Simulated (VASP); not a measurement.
# C (Fd-3m) in VASP: notebook

C is run at these levels: PBE; tasks: single point.

All numbers are computed with VASP 6.6.1; they aren't measurements. Logs are shortened: lines on timing, memory, paths and dates and some standing lists are left out, and cuts for length are marked.

## 1. The cell of the first run

Symmetry: Fd-3m, No. 227, cubic system. Conventional cell: a = 3.567 Å, b = 3.567 Å, c = 3.567 Å, α = 90.00°, β = 90.00°, γ = 90.00°. C (site symmetry -43m) has 4 C at 1.54 Å within 2.1 Å.

## 2. Single point, PBE

INCAR reads:

```
SYSTEM = C
PREC     = Accurate       ! precision mode
ENCUT    = 520            ! plane-wave cutoff, eV
EDIFF    = 1E-6           ! SCF threshold, eV
ISMEAR   = 0              ! smearing method
SIGMA    = 0.020999999999999998 ! smearing width, eV
LREAL    = .False.        ! projectors in reciprocal space
LASPH    = .True.         ! aspherical terms in the spheres
NELM     = 100            ! most SCF steps
ALGO     = Normal         ! electronic algorithm
ISIF     = 2              ! what is computed and relaxed
LWAVE    = .False.        ! write WAVECAR
LCHARG   = .True.         ! write CHGCAR
GGA      = PE             ! functional
LELF     = .True.         ! ELF
LVHAR    = .True.       
NBANDS   = 11             ! bands
```

KPOINTS reads:

```
Automatic mesh
0
Gamma
  13 13 13
  0 0 0
```

POSCAR reads:

```
C
1.0
    0.0000000000      1.7833700000      1.7833700000
    1.7833700000      0.0000000000      1.7833700000
    1.7833700000      1.7833700000      0.0000000000
C
2
Direct
    0.7500000000      0.7500000000      0.7500000000
    0.5000000000      0.5000000000      0.5000000000
```

Potentials or basis: VASP PAW PBE potentials, release 64 (C).

The run is started by

```sh
$ cat potpaw_PBE.64/C/POTCAR > POTCAR
$ mpirun -np 1 vasp_std > vasp.out
```

OUTCAR:

```text
SYSTEM = C
   PREC = Accurate
   ENCUT = 520
   EDIFF = 1E-6
   ISMEAR = 0
   LREAL = .False.
   LASPH = .True.
   NELM = 100
   ISIF = 2
   GGA = PE

 ion  position               nearest neighbor table
   1  0.750  0.750  0.750-   2 1.54   2 1.54   2 1.54   2 1.54
   2  0.500  0.500  0.500-   1 1.54   1 1.54   1 1.54   1 1.54

  LATTYP: Found a face centered cubic cell.
 ALAT       =     3.5667400000

  Lattice vectors:

 A1 = (   0.0000000000,   1.7833700000,   1.7833700000)
 A2 = (   1.7833700000,   0.0000000000,   1.7833700000)
 A3 = (   1.7833700000,   1.7833700000,   0.0000000000)

Analysis of symmetry for initial positions (statically):
=====================================================================
 Subroutine PRICEL returns:
 Original cell was already a primitive cell.

 Routine SETGRP: Setting up the symmetry group for a
 face centered cubic supercell.

 Subroutine GETGRP returns: Found 48 space group operations
 (whereof 24 operations were pure point group operations)
 out of a pool of 48 trial point group operations.

The static configuration has the point symmetry T_d .
 The point group associated with its full space group is O_h .

Analysis of symmetry for dynamics (positions and initial velocities):
=====================================================================
 Subroutine PRICEL returns:
 Original cell was already a primitive cell.

 Routine SETGRP: Setting up the symmetry group for a
 face centered cubic supercell.

 Subroutine GETGRP returns: Found 48 space group operations
 (whereof 24 operations were pure point group operations)
 out of a pool of 48 trial point group operations.

The dynamic configuration has the point symmetry T_d .
 The point group associated with its full space group is O_h .

 Subroutine INISYM returns: Found 48 space group operations
 (whereof 24 operations are pure point group operations),
 and found     1 'primitive' translations

----------------------------------------------------------------------------------------

                                     Primitive cell

  volume of cell :      11.3437

  direct lattice vectors                    reciprocal lattice vectors
[... 85 lines left out ...]
   ENCUT  =  520.0 eV  38.22 Ry    6.18 a.u.   4.69  4.69  4.69*2*pi/ulx,y,z
   NELM   =    100;   NELMIN=  2; NELMDL= -5     # of ELM steps
   EDIFF  = 0.1E-05   stopping-criterion for ELM
   LREAL  =      F    real-space projection
   EDIFFG = 0.1E-04   stopping-criterion for IOM
   NSW    =      0    number of steps for IOM
   IBRION =     -1    ionic relax: 0-MD 1-quasi-New 2-CG
   NFREE  =      0    steps in history (QN), initial steepest desc. (CG)
   ISIF   =      2    stress and relaxation
   ISYM   =      2    0-nonsym 1-usesym 2-fastsym
   POTIM  = 0.5000    time-step for ionic-motion
   TEBEG  =    0.0;   TEEND  =   0.0 temperature during run
   PSTRESS=    0.0 pullay stress
   NELECT =       8.0000    total number of electrons
   NUPDOWN=      -1.0000    fix difference up-down
   EMIN   =  10.00;   EMAX   =-10.00  energy-range for DOS
   EFERMI =   0.00;   METHOD = LEGACY
   ISMEAR =     0;   SIGMA  =   0.02  broadening in eV -4-tet -1-fermi 0-gaus
   EFERMI_NEDOS =   21; number of points for ismear=-14 and -15
   IALGO  =     38    algorithm
   IMIX   =      4    mixing-type and parameters
     AMIX     =   0.40;   BMIX     =  1.00
     AMIX_MAG =   1.60;   BMIX_MAG =  1.00
  volume/ion in A,a.u.               =       5.67        38.28
  Fermi-wavevector in a.u.,A,eV,Ry     =   1.457203  2.753714 28.891161  2.123440
  Thomas-Fermi vector in A             =   2.574032
   LORBIT       =      0    0 simple, 1 ext, 2 COOP (PROOUT), +10 PAW based schemes
   GGA     = PE    functional components
   LHFCALC =     F    Hartree Fock is set to
   AEXX    =    0.0000 exact exchange contribution
   IVDW    =     0    specifies the selected vdW correction
   LEPSILON=     F    determine dielectric tensor
   LRPA    =     F    only Hartree local field effects (RPA)
 non-spin polarized calculation
 Gauss-broadening in eV      SIGMA  =   0.02
  energy-cutoff  :      520.00
  volume of cell :       11.34
 maximum number of plane-waves:       322
   NGX =  9   NGY =  9   NGZ =  9

 number of electron       7.9999999 magnetization

 Free energy of the ion-electron system (eV)
  ---------------------------------------------------
  ext. energy  EPLUGINS =         0.00000000
  ---------------------------------------------------
  free energy    TOTEN  =       -18.18525573 eV

  energy without entropy =      -18.18525573  energy(sigma->0) =      -18.18525573

 E-fermi :   9.8941     XC(G=0): -13.2509

 val. band max:        9.7301062733   @ k =   0.0000   0.0000   0.0000
 cond. band min:      13.8718908178   @ k =   0.3846   0.3846   0.0000
 fundamental gap:      4.1417845445
 Fermi energy:         9.8941006825

 k-point     1 :       0.0000    0.0000    0.0000
  band No.  band energies     occupation
      1     -11.7473      2.00000
      2       9.7301      2.00000
      3       9.7301      2.00000
      4       9.7301      2.00000
      5      15.3200      0.00000
      6      15.3200      0.00000
      7      15.3200      0.00000
      8      23.0620      0.00000
      9      29.0239      0.00000
     10      36.2645      0.00000
     11      36.2645      0.00000
[... 309 lines left out ...]
 k-point    24 :       0.4615    0.1538    0.0000
  band No.  band energies     occupation
      1      -6.7339      2.00000
      2      -1.5075      2.00000
      3       5.2987      2.00000
      4       5.8280      2.00000
      5      16.8132      0.00000
      6      20.3145      0.00000
      7      20.6233      0.00000
      8      23.6483      0.00000
      9      30.3377      0.00000
     10      33.0166      0.00000
     11      36.8014      0.00000

 [... further k-points ...]
[... 5 lines left out ...]
  --------------------------------------------------------------------------------------
  -------------------------------------------------------------------------------------
  Total        0.1739825      0.1739825      0.1739825      0.0000000      0.0000000     -0.0000000
  in kB       24.5732071     24.5732071     24.5732071      0.0000000      0.0000000     -0.0000000
  external PRESSURE =      24.5732071 kB  Pullay stress =       0.0000000 kB

 VOLUME and BASIS-vectors are now :
 -----------------------------------------------------------------------------
  energy-cutoff  :      520.00
  volume of cell :       11.34
      direct lattice vectors                 reciprocal lattice vectors
     0.000000000  1.783370000  1.783370000    -0.280368067  0.280368067  0.280368067
     1.783370000  0.000000000  1.783370000     0.280368067 -0.280368067  0.280368067
     1.783370000  1.783370000  0.000000000     0.280368067  0.280368067 -0.280368067

 POSITION                                       TOTAL-FORCE (eV/Angst)
 -----------------------------------------------------------------------------------
      2.67505      2.67505      2.67505         0.000000      0.000000      0.000000
      1.78337      1.78337      1.78337        -0.000000     -0.000000     -0.000000
 -----------------------------------------------------------------------------------
    total drift:                                0.000000     -0.000000      0.000000

  FREE ENERGIE OF THE ION-ELECTRON SYSTEM (eV)
  ---------------------------------------------------
  free  energy   TOTEN  =       -18.1852557273 eV

  energy  without entropy=      -18.1852557273  energy(sigma->0) =      -18.18525573
```

stdout:

```text
POSCAR found type information on POSCAR C
 POSCAR found :  1 types and       2 ions
 scaLAPACK will be used
 LDA part: xc-table for (Slater+PW92), standard interpolation
 POSCAR, INCAR and KPOINTS ok, starting setup
 FFT: planning ... GRIDC
 FFT: planning ... GRID_SOFT
 FFT: planning ... GRID
 WAVECAR not read
 entering main loop
```

Wall time 20 s (1 thread of Intel Xeon 8259CL, shared host); peak memory 0.09 GiB.

Results:

| Quantity | Value |
| --- | --- |
| Free energy | -18.1853 eV |
| Pressure | 2.5 GPa |
| Band gap on the k mesh | 4.14 eV, indirect (least direct gap 5.59 eV) |

Levels at points of the mesh, in eV from the valence-band top:
```csv
k point,band 2,band 3,band 4,band 5,band 6,band 7
"(0.00, 0.00, 0.00)",0.00,0.00,0.00,5.59,5.59,5.59
```

## 3. Single point, PBE

INCAR reads:

```
SYSTEM = C
ALGO = Normal
EDIFF = 1E-7
ENCUT = 520
GGA = PE
ISIF = 2
ISMEAR = -1
LASPH = .True.
LCHARG = .False.
LREAL = .False.
LWAVE = .False.
NBANDS = 11
NELM = 100
PREC = Accurate
SIGMA = 0.03
```

KPOINTS reads:

```
k-points
0
Gamma
  8 8 8
  0 0 0
```

POSCAR is that of step 2.

Potentials or basis: VASP PAW PBE potentials, release 64 (C).

The run is started by

```sh
$ cat potpaw_PBE.64/C/POTCAR > POTCAR
$ mpirun -np 1 vasp_std > vasp.out
```

Run time: 8.5 s. Hardware: 1 thread of AMD EPYC, shared host; peak memory 0.08 GiB.

Results (log left out):

```
Free energy            : -18.1844 eV
Pressure               : 2.5 GPa
Band gap on the k mesh : 4.13 eV, indirect (least direct gap 5.59 eV)
```

Levels at points of the mesh, in eV from the valence-band top:
| k point | band 2 | band 3 | band 4 | band 5 | band 6 | band 7 |
| --- | --- | --- | --- | --- | --- | --- |
| (0.00, 0.00, 0.00) | 0.00 | 0.00 | 0.00 | 5.59 | 5.59 | 5.59 |
| (0.50, 0.00, 0.00) | -13.37 | -2.80 | -2.80 | 8.46 | 8.46 | 8.85 |
| (0.50, 0.50, 0.00) | -12.76 | -6.30 | -6.30 | 4.76 | 4.76 | 16.81 |
